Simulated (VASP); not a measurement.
# Ga (Cmcm) in VASP: notebook, part 3 of 3

VASP 6.6.1. The steps go on from the part before.

## (4) Single point, r2SCAN (16.51 Å³/atom)

This run uses another cell than the first one, of 16.51 Å³/atom.

Input file POSCAR:

```
Ga
1.0
    1.3272823975     -3.8687558182      0.0000000000
    1.3272823975      3.8687558182      0.0000000000
    0.0000000000      0.0000000000      3.2158890592
Ga
2
Direct
    0.8665067259      0.1334932741      0.2500000000
    0.1334932741      0.8665067259      0.7500000000
```

Input file INCAR.step1:

```
SYSTEM = Ga
ALGO = Normal
EDIFF = 1E-4
ENCUT = 520
GGA = PE
ISMEAR = 0
LASPH = .TRUE.
LCHARG = .FALSE.
LREAL = .FALSE.
LWAVE = .TRUE.
NBANDS = 20
NELM = 60
PREC = Accurate
SIGMA = 0.1
```

Input file INCAR.step2:

```
SYSTEM = Ga
ALGO = Normal
EDIFF = 1E-6
ENCUT = 520
ISIF = 2
ISMEAR = 0
ISTART = 1
LASPH = .TRUE.
LCHARG = .FALSE.
LMIXTAU = .TRUE.
LREAL = .FALSE.
LWAVE = .FALSE.
METAGGA = R2SCAN
NBANDS = 20
NELM = 60
PREC = Accurate
SIGMA = 0.1
```

Input file KPOINTS:

```
k-points
0
G
  16 16 14
  0 0 0
```

Potentials or basis: VASP PAW PBE potentials, release 64 (Ga_d).

On the command line:

```
> cat potpaw_PBE.64/Ga_d/POTCAR > POTCAR
> cp INCAR.step1 INCAR
> mpirun -np 1 vasp_std > vasp.out
> cp INCAR.step2 INCAR
> mpirun -np 1 vasp_std > vasp.out
```

OUTCAR:

```text
SYSTEM = Ga
   EDIFF = 1E-6
   ENCUT = 520
   ISIF = 2
   ISMEAR = 0
   ISTART = 1
   LASPH = .TRUE.
   LREAL = .FALSE.
   METAGGA = R2SCAN
   NELM = 60
   PREC = Accurate

 ion  position               nearest neighbor table
   1  0.867  0.133  0.250-   2 2.62   2 2.62   2 2.76   2 2.76   2 2.76   2 2.76
   2  0.133  0.867  0.750-   1 2.62   1 2.62   1 2.76   1 2.76   1 2.76   1 2.76

  LATTYP: Found a base centered orthorhombic cell.
 ALAT       =     2.6545647950
 B/A-ratio  =     2.9147947908
 C/A-ratio  =     1.2114562301

  Lattice vectors:

 A1 = (   1.3272823975,  -3.8687558182,   0.0000000000)
 A2 = (   1.3272823975,   3.8687558182,   0.0000000000)
 A3 = (   0.0000000000,   0.0000000000,   3.2158890592)

Analysis of symmetry for initial positions (statically):
=====================================================================
 Subroutine PRICEL returns:
 Original cell was already a primitive cell.

 Routine SETGRP: Setting up the symmetry group for a
 base centered orthorhombic supercell.

 Subroutine GETGRP returns: Found  8 space group operations
 (whereof  4 operations were pure point group operations)
 out of a pool of  8 trial point group operations.

The static configuration has the point symmetry C_2h.
 The point group associated with its full space group is D_2h.

Analysis of symmetry for dynamics (positions and initial velocities):
=====================================================================
 Subroutine PRICEL returns:
 Original cell was already a primitive cell.

 Routine SETGRP: Setting up the symmetry group for a
 base centered orthorhombic supercell.

 Subroutine GETGRP returns: Found  8 space group operations
 (whereof  4 operations were pure point group operations)
 out of a pool of  8 trial point group operations.

The dynamic configuration has the point symmetry C_2h.
 The point group associated with its full space group is D_2h.

 Subroutine INISYM returns: Found  8 space group operations
 (whereof  4 operations are pure point group operations),
 and found     1 'primitive' translations

----------------------------------------------------------------------------------------

                                     Primitive cell

  volume of cell :      33.0267

  direct lattice vectors                    reciprocal lattice vectors
     1.327282398 -3.868755818  0.000000000     0.376709584 -0.129240516  0.000000000
     1.327282398  3.868755818  0.000000000     0.376709584  0.129240516  0.000000000
     0.000000000  0.000000000  3.215889059     0.000000000  0.000000000  0.310956001

  length of vectors
     4.090103928  4.090103928  3.215889059     0.398262755  0.398262755  0.310956001

  position of ions in fractional coordinates (direct lattice)
     0.866506726  0.133493274  0.250000000
     0.133493274  0.866506726  0.750000000

  ion indices of the primitive-cell ions
   primitive index   ion index
                 1           1
                 2           2

----------------------------------------------------------------------------------------

 KPOINTS: k-points

Automatic generation of k-mesh.
 Grid dimensions read from file:
 generate k-points for:   16   16   14

 Generating k-lattice:

  Cartesian coordinates                     Fractional coordinates (reciprocal lattice)
     0.023544349 -0.008077532  0.000000000     0.062500000  0.000000000  0.000000000
     0.023544349  0.008077532  0.000000000     0.000000000  0.062500000  0.000000000
     0.000000000  0.000000000  0.022211143     0.000000000  0.000000000  0.071428571

  Length of vectors
     0.024891422  0.024891422  0.022211143

  Shift w.r.t. Gamma in fractional coordinates (k-lattice)
     0.000000000  0.000000000  0.000000000

 Subroutine IBZKPT returns following result:
 ===========================================

 Found    584 irreducible k-points:

 Following reciprocal coordinates:
            Coordinates               Weight
  0.000000  0.000000  0.000000      1.000000
  0.062500 -0.000000  0.000000      4.000000
  0.125000 -0.000000  0.000000      4.000000
  0.187500  0.000000  0.000000      4.000000
  0.250000 -0.000000  0.000000      4.000000
  0.312500  0.000000  0.000000      4.000000
[... 16 lines left out ...]
 -0.125000  0.062500  0.000000      4.000000
 -0.062500  0.062500  0.000000      2.000000
 [... further k-points ...]
   k-points           NKPTS =    584   k-points in BZ     NKDIM =    584   number of bands    NBANDS=     20
   number of dos      NEDOS =    301   number of ions     NIONS =      2
   total plane-waves  NPLWV =  21600
   dimension x,y,z NGX =    30 NGY =   30 NGZ =   24
   dimension x,y,z NGXF=    60 NGYF=   60 NGZF=   48
   ions per type =               2
   NGX,Y,Z   is equivalent  to a cutoff of  12.19, 12.19, 12.41 a.u.
   NGXF,Y,Z  is equivalent  to a cutoff of  24.39, 24.39, 24.81 a.u.
 SYSTEM =  Ga
   PREC   = accura    normal or accurate (medium, high low for compatibility)
   ISTART =      1    job   : 0-new  1-cont  2-samecut
   ICHARG =      0    charge: 1-file 2-atom 10-const
   ISPIN  =      1    spin polarized calculation?
   LNONCOLLINEAR =      F non collinear calculations
   LSORBIT =      F    spin-orbit coupling
   LASPH  =      T    aspherical Exc in radial PAW
   ENCUT  =  520.0 eV  38.22 Ry    6.18 a.u.   7.60  7.60  5.98*2*pi/ulx,y,z
   NELM   =     60;   NELMIN=  2; NELMDL=  0     # of ELM steps
   EDIFF  = 0.1E-05   stopping-criterion for ELM
   LREAL  =      F    real-space projection
   EDIFFG = 0.1E-04   stopping-criterion for IOM
   NSW    =      0    number of steps for IOM
   IBRION =     -1    ionic relax: 0-MD 1-quasi-New 2-CG
   NFREE  =      0    steps in history (QN), initial steepest desc. (CG)
   ISIF   =      2    stress and relaxation
   ISYM   =      2    0-nonsym 1-usesym 2-fastsym
   POTIM  = 0.5000    time-step for ionic-motion
   TEBEG  =    0.0;   TEEND  =   0.0 temperature during run
   PSTRESS=    0.0 pullay stress
   NELECT =      26.0000    total number of electrons
   NUPDOWN=      -1.0000    fix difference up-down
   EMIN   =  10.00;   EMAX   =-10.00  energy-range for DOS
   EFERMI =   0.00;   METHOD = LEGACY
   ISMEAR =     0;   SIGMA  =   0.10  broadening in eV -4-tet -1-fermi 0-gaus
   EFERMI_NEDOS =   21; number of points for ismear=-14 and -15
   IALGO  =     38    algorithm
   IMIX   =      4    mixing-type and parameters
     AMIX     =   0.40;   BMIX     =  1.00
     AMIX_MAG =   1.60;   BMIX_MAG =  1.00
  volume/ion in A,a.u.               =      16.51       111.44
  Fermi-wavevector in a.u.,A,eV,Ry     =   1.511625  2.856557 31.089447  2.285010
  Thomas-Fermi vector in A             =   2.621657
   LORBIT       =      0    0 simple, 1 ext, 2 COOP (PROOUT), +10 PAW based schemes
   METAGGA = R2SCAN    functional components
   LHFCALC =     F    Hartree Fock is set to
   AEXX    =    0.0000 exact exchange contribution
   IVDW    =     0    specifies the selected vdW correction
   LEPSILON=     F    determine dielectric tensor
   LRPA    =     F    only Hartree local field effects (RPA)
 non-spin polarized calculation
 Gauss-broadening in eV      SIGMA  =   0.10
  energy-cutoff  :      520.00
  volume of cell :       33.03
 maximum number of plane-waves:       904
   NGX = 15   NGY = 15   NGZ = 11

 number of electron      26.0000012 magnetization

 Free energy of the ion-electron system (eV)
  ---------------------------------------------------
  ext. energy  EPLUGINS =         0.00000000
  ---------------------------------------------------
  free energy    TOTEN  =       -22.66057693 eV

  energy without entropy =      -22.65712724  energy(sigma->0) =      -22.65885209

 E-fermi :   6.8267     XC(G=0): -12.8318

 val. band max:        6.8261478537   @ k =   0.5000   0.1250   0.2857
 cond. band min:       6.8271702564   @ k =   0.3125   0.3125   0.3571
 fundamental gap:      0.0010224027
 Fermi energy:         6.8266517311

 k-point     1 :       0.0000    0.0000    0.0000
  band No.  band energies     occupation
      1      -9.2097      2.00000
      2      -9.1917      2.00000
      3      -9.1359      2.00000
      4      -9.1297      2.00000
      5      -8.7383      2.00000
      6      -8.7369      2.00000
[... 12 lines left out ...]
     19      19.0439      0.00000
[... 513 lines left out ...]
      4      -9.1076      2.00000
      5      -8.7484      2.00000
      6      -8.7408      2.00000
[... 12 lines left out ...]
     19      19.2920      0.00000
     20      20.8685      0.00000

 [... further k-points ...]

------------------------ aborting loop because EDIFF is reached ----------------------------------------

  FORCE on cell =-STRESS in cart. coord.  units (eV):
  Direction    XX          YY          ZZ          XY          YZ          ZX
  --------------------------------------------------------------------------------------
  -------------------------------------------------------------------------------------
  Total        1.5450128      1.5403240      1.5103943      0.0000000      0.0000000      0.0000000
  in kB       74.9509189     74.7234578     73.2715228      0.0000000      0.0000000      0.0000000
  external PRESSURE =      74.3152998 kB  Pullay stress =       0.0000000 kB

 VOLUME and BASIS-vectors are now :
 -----------------------------------------------------------------------------
  energy-cutoff  :      520.00
  volume of cell :       33.03
      direct lattice vectors                 reciprocal lattice vectors
     1.327282398 -3.868755818  0.000000000     0.376709584 -0.129240516  0.000000000
     1.327282398  3.868755818  0.000000000     0.376709584  0.129240516  0.000000000
     0.000000000  0.000000000  3.215889059     0.000000000  0.000000000  0.310956001

 POSITION                                       TOTAL-FORCE (eV/Angst)
 -----------------------------------------------------------------------------------
      1.32728     -2.83585      0.80397         0.000000     -0.005979     -0.000000
      1.32728      2.83585      2.41192         0.000000      0.005979      0.000000
 -----------------------------------------------------------------------------------
    total drift:                               -0.000000     -0.000000     -0.000000

  FREE ENERGIE OF THE ION-ELECTRON SYSTEM (eV)
  ---------------------------------------------------
  free  energy   TOTEN  =       -22.6605769297 eV

  energy  without entropy=      -22.6571272423  energy(sigma->0) =      -22.65885209
```

OUTCAR.step1:

```text
SYSTEM = Ga
   EDIFF = 1E-4
   ENCUT = 520
   GGA = PE
   ISMEAR = 0
   LASPH = .TRUE.
   LREAL = .FALSE.
[... 776 lines left out ...]
      1.32728     -2.83585      0.80397         0.000000     -0.020871      0.000000
      1.32728      2.83585      2.41192         0.000000      0.020871     -0.000000
 -----------------------------------------------------------------------------------
    total drift:                               -0.000000     -0.000000     -0.000000

  FREE ENERGIE OF THE ION-ELECTRON SYSTEM (eV)
  ---------------------------------------------------
  free  energy   TOTEN  =        -5.6292082237 eV

  energy  without entropy=       -5.6258950650  energy(sigma->0) =       -5.62755164
```

OSZICAR.step1:

```text
N       E                     dE             d eps       ncg     rms          rms(c)
DAV:   1     0.129256846381E+03    0.12926E+03   -0.13133E+04 25120   0.256E+03
DAV:   2     0.508771106171E+01   -0.12417E+03   -0.12089E+03 24248   0.383E+02
DAV:   3    -0.554271448724E+01   -0.10630E+02   -0.10573E+02 26136   0.931E+01
DAV:   4    -0.569177048523E+01   -0.14906E+00   -0.14897E+00 26900   0.121E+01
DAV:   5    -0.569429652329E+01   -0.25260E-02   -0.25259E-02 26872   0.153E+00    0.165E+00
DAV:   6    -0.564100899926E+01    0.53288E-01   -0.10211E-01 31172   0.581E+00    0.839E-01
DAV:   7    -0.563046403046E+01    0.10545E-01   -0.19852E-02 33888   0.212E+00    0.224E-01
DAV:   8    -0.562919085420E+01    0.12732E-02   -0.25642E-03 26828   0.732E-01    0.195E-02
DAV:   9    -0.562920822371E+01   -0.17370E-04   -0.97639E-05 19128   0.106E-01
   1 F= -.56292082E+01 E0= -.56275516E+01  d E =-.331316E-02
```

Run time: 25 min. Hardware: 1 thread of Intel Xeon Platinum 8175M at 2.50GHz (Skylake/Cascade Lake), shared host; peak memory 0.41 GiB.

Results:

| Property | Result |
| --- | --- |
| Free energy | -22.6606 eV |
| Pressure | 7.4 GPa |
| Largest force | 0.006 eV/Å |
| Band gap on the k mesh | zero (bands 13 and 14 overlap by 9.76 eV) |

Forces on the atoms (eV/Å):
```
Ga   0.000 -0.006  0.000
Ga   0.000  0.006  0.000
```

Caveat: the cell stands under pressure; the PAW data sets were made with another functional, which shifts forces and pressure a little.

## (5) Overview

```tsv
cell	gap on the mesh (eV)	pressure (GPa)	largest force (eV/Å)
a = 4.220, b = 4.220, c = 3.389 Å, angles 90.0, 90.0, 141.7°, 2 atoms, atomic positions A	none	-1.7	-
a = 4.067, b = 4.067, c = 3.162 Å, angles 90.0, 90.0, 142.4°, 2 atoms, atomic positions B	none	11.0	0.01
a = 4.090, b = 4.090, c = 3.216 Å, angles 90.0, 90.0, 142.1°, 2 atoms, atomic positions C	none	7.4	0.01
```

Alike in all rows: task single point; level r2SCAN; potentials or basis VASP PAW PBE potentials, release 64 (Ga_d); no spin polarisation; k mesh 16 × 16 × 14; cutoff (eV) 520; smearing gaussian 0.1 eV.

Caveats: the PAW data sets were made with another functional, which shifts forces and pressure a little; the cell stands under pressure (at least some runs).

Total energies depend on the potentials used, so only differences within one code and one set of settings carry meaning.

The gap in the log of VASP goes by the Fermi energy; the results here count the filled bands.